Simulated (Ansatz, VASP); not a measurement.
Two plane-wave programs on KZnF3

```
CELL_PARAMETERS angstrom
4.02041 0.00000 0.00000
0.00000 4.02041 0.00000
0.00000 0.00000 4.02041
ATOMIC_POSITIONS crystal
K 0.00000 0.00000 0.00000
Zn 0.50000 0.50000 0.50000
F 0.50000 0.50000 0.00000
F 0.00000 0.50000 0.50000
F 0.50000 0.00000 0.50000
```

Alike in both runs: functional r2SCAN; k mesh 8 × 8 × 8; occupations fermi-dirac, width 0.02 eV; no spin polarisation.

Ansatz relaxed the structure, and its values are those at the end. VASP's run is a single point on that final structure, the one shown.

```csv
,VASP,Ansatz
version,VASP 6.6.1,Ansatz 0.2.0
potentials or method,"VASP PAW PBE potentials, release 64 (K_sv, Zn, F), cutoff 520 eV",PAW plane waves
valence electrons in the cell,42,42
```

|  | VASP | Ansatz | Ansatz less VASP |
| --- | --- | --- | --- |
| gap on the k mesh at the Fermi level (eV) | 4.64 | 4.68 | +0.048 |
| pressure (GPa) | 2.1 | 1.8 | -0.32 |

VASP's potentials were made for PBE, not for r2SCAN. With one functional, cell and mesh, what is left measures potentials, basis and numerics. Ansatz's warnings: stress scf threshold loose.
